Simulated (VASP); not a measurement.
Cu2H, 3 atoms in the cell. It takes space group R-3m (No. 166, trigonal). Conventional cell: a = 2.925 Å, b = 2.925 Å, c = 13.250 Å, α = 90.00°, β = 90.00°, γ = 120.00°. Cu (site symmetry 3m) has 3 H at 2.02 Å within 2.7 Å. Within 2.7 Å of H (site symmetry -3m) lie 6 Cu at 2.02 Å. 

| Property | Result |
| --- | --- |
| Program | VASP 6.6.1 |
| Task | single point |
| Functional | PBE |
| Potentials or basis | VASP PAW PBE potentials, release 64 (Cu, H) |
| Cutoff | 520 eV |
| k mesh | 6 × 6 × 6 |
| Occupations | gaussian, width 0.1 eV |
| Spin | no spin polarisation |
| Dipole correction | no |
| Further INCAR settings | ALGO = Normal; EDIFF = 1e-06; NBANDS = 18 |

Potentials or basis: VASP PAW PBE potentials, release 64 (Cu, H).

Run with:

```bash
$ cat potpaw_PBE.64/Cu/POTCAR potpaw_PBE.64/H/POTCAR > POTCAR
$ mpirun -np 1 vasp_std > vasp.out
```

Hardware: 1 thread of Oxide Virtual Turin-like Processor, with other jobs on the host.

How long does it take, and how much memory?

Wall time 61 s on 1 thread of Oxide Virtual Turin-like Processor (shared host), peak memory 0.17 GiB. Counts: scf iterations 13, k points 32.
